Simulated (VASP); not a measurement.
# NbRu3 (Pm-3m) in VASP: further runs

NbRu3 is run at these levels: LDA; tasks: electric field gradients.

Program: VASP 6.6.1. These are calculated values, not measurements. Logs are shortened: lines on timing, memory, paths and dates and some standing lists are left out, and cuts for length are marked.

## 1. The cell of the first run

The structure is cubic, space group Pm-3m (No. 221). Conventional cell: a = 3.801 Å, b = 3.801 Å, c = 3.801 Å, α = 90.00°, β = 90.00°, γ = 90.00°. Nb (site symmetry m-3m) has 12 Ru at 2.69 Å within 3.5 Å. Ru (site symmetry 4/mmm) has 4 Nb at 2.69 Å and 8 Ru at 2.69 Å within 3.5 Å.

## 2. Electric field gradients, LDA (13.73 Å³/atom)

File INCAR:

```
PREC = Accurate
ENCUT = 520
EDIFF = 1E-8
ISMEAR = -1
SIGMA = 0.05
LREAL = F
LASPH = T
NELM = 60
ALGO = Normal
ISIF = 2
LWAVE = F
LCHARG = F
GGA = CA
LEFG = T
NBANDS = 36
```

File KPOINTS:

```
regular mesh
0
Gamma
  9 9 9
```

File POSCAR:

```
NbRu3
1.0
    3.8007941018      0.0000000000      0.0000000000
    0.0000000000      3.8007941018      0.0000000000
    0.0000000000      0.0000000000      3.8007941018
Nb Ru
1 3
Direct
    0.0000000000      0.0000000000      0.0000000000
    0.0000000000      0.5000000000      0.5000000000
    0.5000000000      0.0000000000      0.5000000000
    0.5000000000      0.5000000000      0.0000000000
```

Potentials or basis: VASP PAW LDA potentials, release 64 (Nb_sv, Ru_pv).

Started as:

```
$ cat potpaw_LDA.64/Nb_sv/POTCAR potpaw_LDA.64/Ru_pv/POTCAR > POTCAR
$ mpirun -np 1 vasp_std > vasp.out
```

OUTCAR:

```text
PREC = Accurate
   ENCUT = 520
   EDIFF = 1E-8
   ISMEAR = -1
   LREAL = F
   LASPH = T
   NELM = 60
   ISIF = 2
   GGA = CA

 ion  position               nearest neighbor table
   1  0.000  0.000  0.000-   2 2.69   3 2.69   4 2.69   2 2.69   3 2.69   2 2.69   4 2.69   2 2.69
                             3 2.69   4 2.69   3 2.69   4 2.69
   2  0.000  0.500  0.500-   1 2.69   3 2.69   4 2.69   1 2.69   4 2.69   1 2.69   3 2.69   1 2.69
                             3 2.69   4 2.69   4 2.69   3 2.69
   3  0.500  0.000  0.500-   1 2.69   2 2.69   4 2.69   1 2.69   4 2.69   2 2.69   4 2.69   4 2.69
                             1 2.69   2 2.69   1 2.69   2 2.69
   4  0.500  0.500  0.000-   1 2.69   2 2.69   3 2.69   2 2.69   3 2.69   1 2.69   3 2.69   3 2.69
                             1 2.69   2 2.69   2 2.69   1 2.69

  LATTYP: Found a simple cubic cell.
 ALAT       =     3.8007941018

  Lattice vectors:

 A1 = (   3.8007941018,   0.0000000000,   0.0000000000)
 A2 = (   0.0000000000,   3.8007941018,   0.0000000000)
 A3 = (   0.0000000000,   0.0000000000,   3.8007941018)

Analysis of symmetry for initial positions (statically):
=====================================================================
 Subroutine PRICEL returns:
 Original cell was already a primitive cell.

 Routine SETGRP: Setting up the symmetry group for a
 simple cubic supercell.

 Subroutine GETGRP returns: Found 48 space group operations
 (whereof 48 operations were pure point group operations)
 out of a pool of 48 trial point group operations.

The static configuration has the point symmetry O_h .

Analysis of symmetry for dynamics (positions and initial velocities):
=====================================================================
 Subroutine PRICEL returns:
 Original cell was already a primitive cell.

 Routine SETGRP: Setting up the symmetry group for a
 simple cubic supercell.

 Subroutine GETGRP returns: Found 48 space group operations
 (whereof 48 operations were pure point group operations)
 out of a pool of 48 trial point group operations.

The dynamic configuration has the point symmetry O_h .

[... 136 lines left out ...]
 maximum number of plane-waves:      1498
   NGX = 15   NGY = 15   NGZ = 15

 number of electron      55.0000028 magnetization

 Free energy of the ion-electron system (eV)
  ---------------------------------------------------
  ext. energy  EPLUGINS =         0.00000000
  ---------------------------------------------------
  free energy    TOTEN  =       -43.81112258 eV

  energy without entropy =      -43.77030706  energy(sigma->0) =      -43.79071482

 E-fermi :  13.1033     XC(G=0): -14.2760

 val. band max:       13.0849177070   @ k =   0.4444   0.4444   0.3333
 cond. band min:      13.1093045934   @ k =   0.2222   0.2222   0.2222
 fundamental gap:      0.0243868865
 Fermi energy:        13.1032907949

 k-point     1 :       0.0000    0.0000    0.0000
  band No.  band energies     occupation
      1     -41.2193      2.00000
      2     -29.5623      2.00000
      3     -29.5623      2.00000
      4     -29.5623      2.00000
      5     -29.0893      2.00000
      6     -29.0893      2.00000
[... 925 lines left out ...]
     35      17.3830      0.00000
     36      20.1918      0.00000

 [... further k-points ...]
[... 5 lines left out ...]
  --------------------------------------------------------------------------------------
  -------------------------------------------------------------------------------------
  Total        2.6106572      2.6106572      2.6106572      0.0000000      0.0000000      0.0000000
  in kB       76.1793744     76.1793744     76.1793744      0.0000000      0.0000000      0.0000000
  external PRESSURE =      76.1793744 kB  Pullay stress =       0.0000000 kB

 VOLUME and BASIS-vectors are now :
 -----------------------------------------------------------------------------
  energy-cutoff  :      520.00
  volume of cell :       54.91
      direct lattice vectors                 reciprocal lattice vectors
     3.800794102  0.000000000  0.000000000     0.263102913  0.000000000  0.000000000
     0.000000000  3.800794102  0.000000000     0.000000000  0.263102913  0.000000000
     0.000000000  0.000000000  3.800794102     0.000000000  0.000000000  0.263102913

 POSITION                                       TOTAL-FORCE (eV/Angst)
 -----------------------------------------------------------------------------------
      0.00000      0.00000      0.00000         0.000000      0.000000      0.000000
      0.00000      1.90040      1.90040         0.000000      0.000000      0.000000
      1.90040      0.00000      1.90040         0.000000      0.000000      0.000000
      1.90040      1.90040      0.00000         0.000000      0.000000      0.000000
 -----------------------------------------------------------------------------------
    total drift:                                0.000000      0.000000      0.000000

  FREE ENERGIE OF THE ION-ELECTRON SYSTEM (eV)
  ---------------------------------------------------
  free  energy   TOTEN  =       -43.8111225767 eV

  energy  without entropy=      -43.7703070617  energy(sigma->0) =      -43.79071482

 Electric field gradients (V/A^2)
---------------------------------------------------------------------
 ion       V_xx      V_yy      V_zz      V_xy      V_xz      V_yz
---------------------------------------------------------------------
   1       0.000     0.000     0.000     0.000    -0.000    -0.000
   2     -23.933    11.966    11.966    -0.000    -0.000    -0.000
   3      11.966   -23.933    11.966    -0.000    -0.000     0.000
   4      11.966    11.966   -23.933    -0.000    -0.000     0.000
---------------------------------------------------------------------

 Electric field gradients after diagonalization (V/A^2)
 (convention: |V_zz| > |V_xx| > |V_yy|)
----------------------------------------------------------------------
 ion       V_xx      V_yy      V_zz     asymmetry (V_yy - V_xx)/ V_zz
----------------------------------------------------------------------
   1       0.000     0.000     0.000      -0.082
   2      11.966    11.966   -23.933       0.000
   3      11.966    11.966   -23.933       0.000
   4      11.966    11.966   -23.933       0.000
----------------------------------------------------------------------

           NMR quadrupolar parameters

 Cq : quadrupolar parameter    Cq=e*Q*V_zz/h
 eta: asymmetry parameters     (V_yy - V_xx)/ V_zz
 Q  : nuclear electric quadrupole moment in mb (millibarn)
----------------------------------------------------------------------
 ion       Cq(MHz)       eta       Q (mb)
----------------------------------------------------------------------
   1       0.000      -0.082       1.000
   2      -0.058       0.000       1.000
   3      -0.058       0.000       1.000
   4      -0.058       0.000       1.000
----------------------------------------------------------------------
```

stdout:

```text
POSCAR found type information on POSCAR NbRu
 POSCAR found :  2 types and       4 ions
 scaLAPACK will be used
 LDA part: xc-table for (Slater(with rela. corr.)+CA(PZ))
 , standard interpolation
 POSCAR, INCAR and KPOINTS ok, starting setup
 FFT: planning ... GRIDC
 FFT: planning ... GRID_SOFT
 FFT: planning ... GRID
 WAVECAR not read
 entering main loop
ion   1

ion   2

ion   3

ion   4
```

Run time: 77 s. Hardware: 1 thread of Intel Xeon 8259CL, shared host; peak memory 0.18 GiB.

Results:

```
Free energy                             : -43.8111 eV
Pressure                                : 7.6 GPa
Band gap on the k mesh                  : zero (an odd number of electrons rules out a gap without spin polarisation)
Largest electric field gradient by atom : Nb +0.0; Ru -23.9 V/Å²
```

Levels at points of the mesh, in eV from the Fermi level:
| k point | band 26 | band 27 | band 28 | band 29 | band 30 | band 31 |
| --- | --- | --- | --- | --- | --- | --- |
| (0.00, 0.00, 0.00) | 1.97 | 2.56 | 2.56 | 2.56 | 3.95 | 3.95 |

Electric field gradients, principal values (V/Å²):
```
atom   least  middle  greatest (by size)
1 Nb   0.000   0.000               0.000
2 Ru  11.966  11.966             -23.933
3 Ru  11.966  11.966             -23.933
4 Ru  11.966  11.966             -23.933
```

Caveat: the cell stands under pressure; without QUAD_EFG the Cq values of the log hold for a quadrupole moment of 1 mb, not for the nuclei.

## 3. Electric field gradients, LDA (13.73 Å³/atom)

File INCAR:

```
ALGO = Normal
EDIFF = 1E-8
ENCUT = 520
ISIF = 2
ISMEAR = -1
LASPH = True
LCHARG = False
LEFG = True
LREAL = False
LWAVE = False
NBANDS = 36
NELM = 100
PREC = Accurate
SIGMA = 0.05
```

File KPOINTS:

```
k-points
0
Gamma
  9 9 9
```

POSCAR is that of step 2.

Potentials or basis: VASP PAW LDA potentials, release 64 (Nb_sv, Ru_pv).

Started as:

```
$ cat potpaw_LDA.64/Nb_sv/POTCAR potpaw_LDA.64/Ru_pv/POTCAR > POTCAR
$ mpirun -np 1 vasp_std > vasp.out
```

OUTCAR:

```text
EDIFF = 1E-8
   ENCUT = 520
   ISIF = 2
   ISMEAR = -1
   LASPH = True
   LREAL = False
   NELM = 100
   PREC = Accurate

 ion  position               nearest neighbor table
   1  0.000  0.000  0.000-   2 2.69   3 2.69   4 2.69   2 2.69   3 2.69   2 2.69   4 2.69   2 2.69
                             3 2.69   4 2.69   3 2.69   4 2.69
   2  0.000  0.500  0.500-   1 2.69   3 2.69   4 2.69   1 2.69   4 2.69   1 2.69   3 2.69   1 2.69
                             3 2.69   4 2.69   4 2.69   3 2.69
   3  0.500  0.000  0.500-   1 2.69   2 2.69   4 2.69   1 2.69   4 2.69   2 2.69   4 2.69   4 2.69
                             1 2.69   2 2.69   1 2.69   2 2.69
   4  0.500  0.500  0.000-   1 2.69   2 2.69   3 2.69   2 2.69   3 2.69   1 2.69   3 2.69   3 2.69
                             1 2.69   2 2.69   2 2.69   1 2.69

  LATTYP: Found a simple cubic cell.
 ALAT       =     3.8007941018

  Lattice vectors:

[... 1165 lines left out ...]
   2     -23.933    11.966    11.966    -0.000    -0.000    -0.000
   3      11.966   -23.933    11.966    -0.000    -0.000     0.000
   4      11.966    11.966   -23.933    -0.000    -0.000     0.000
---------------------------------------------------------------------

 Electric field gradients after diagonalization (V/A^2)
 (convention: |V_zz| > |V_xx| > |V_yy|)
----------------------------------------------------------------------
 ion       V_xx      V_yy      V_zz     asymmetry (V_yy - V_xx)/ V_zz
----------------------------------------------------------------------
   1       0.000     0.000     0.000      -0.082
   2      11.966    11.966   -23.933       0.000
   3      11.966    11.966   -23.933       0.000
   4      11.966    11.966   -23.933       0.000
----------------------------------------------------------------------

           NMR quadrupolar parameters

 Cq : quadrupolar parameter    Cq=e*Q*V_zz/h
 eta: asymmetry parameters     (V_yy - V_xx)/ V_zz
 Q  : nuclear electric quadrupole moment in mb (millibarn)
----------------------------------------------------------------------
 ion       Cq(MHz)       eta       Q (mb)
----------------------------------------------------------------------
   1       0.000      -0.082       1.000
   2      -0.058       0.000       1.000
   3      -0.058       0.000       1.000
   4      -0.058       0.000       1.000
----------------------------------------------------------------------
```

OSZICAR:

```text
N       E                     dE             d eps       ncg     rms          rms(c)
DAV:   1     0.689869326724E+03    0.68987E+03   -0.32144E+04  2520   0.168E+03
DAV:   2    -0.170919254945E+02   -0.70696E+03   -0.69079E+03  2812   0.591E+02
DAV:   3    -0.449192774725E+02   -0.27827E+02   -0.26555E+02  3852   0.114E+02
DAV:   4    -0.462014138873E+02   -0.12821E+01   -0.12709E+01  3664   0.194E+01
DAV:   5    -0.462440796039E+02   -0.42666E-01   -0.42635E-01  3684   0.356E+00    0.242E+01
DAV:   6    -0.441407026115E+02    0.21034E+01   -0.60523E+00  2836   0.174E+01    0.679E+00
DAV:   7    -0.440450255216E+02    0.95677E-01   -0.25214E+00  4476   0.966E+00    0.505E+00
DAV:   8    -0.438128613456E+02    0.23216E+00   -0.85667E-01  3556   0.604E+00    0.146E+00
DAV:   9    -0.438111081512E+02    0.17532E-02   -0.52757E-02  2972   0.170E+00    0.263E-01
DAV:  10    -0.438111032268E+02    0.49244E-05   -0.44599E-03  4140   0.418E-01    0.565E-02
DAV:  11    -0.438111145559E+02   -0.11329E-04   -0.11882E-04  3776   0.704E-02    0.337E-02
DAV:  12    -0.438111230644E+02   -0.85085E-05   -0.40081E-05  4452   0.504E-02    0.135E-02
DAV:  13    -0.438111226146E+02    0.44973E-06   -0.35446E-06  3656   0.152E-02    0.492E-03
DAV:  14    -0.438111225439E+02    0.70769E-07   -0.53938E-07  3532   0.661E-03    0.168E-03
DAV:  15    -0.438111225763E+02   -0.32429E-07   -0.43508E-08  2984   0.163E-03    0.548E-04
DAV:  16    -0.438111225767E+02   -0.36471E-09   -0.32105E-09  1692   0.363E-04
   1 F= -.43811123E+02 E0= -.43790715E+02  d E =-.408155E-01
```

Run time: 74 s. Hardware: 1 thread of Intel Xeon 8259CL, shared host; peak memory 0.18 GiB.

What came out:

* Free energy: -43.8111 eV
* Pressure: 7.6 GPa
* Band gap on the k mesh: zero (an odd number of electrons rules out a gap without spin polarisation)
* Largest electric field gradient by atom: Nb +0.0; Ru -23.9 V/Å²

Electric field gradients, principal values (V/Å²):
```csv
atom,least,middle,greatest (by size)
1 Nb,0.000,0.000,0.000
2 Ru,11.966,11.966,-23.933
3 Ru,11.966,11.966,-23.933
4 Ru,11.966,11.966,-23.933
```

Caveat: the cell stands under pressure; without QUAD_EFG the Cq values of the log hold for a quadrupole moment of 1 mb, not for the nuclei.

The gap in the log of VASP goes by the Fermi energy; the results here count the filled bands.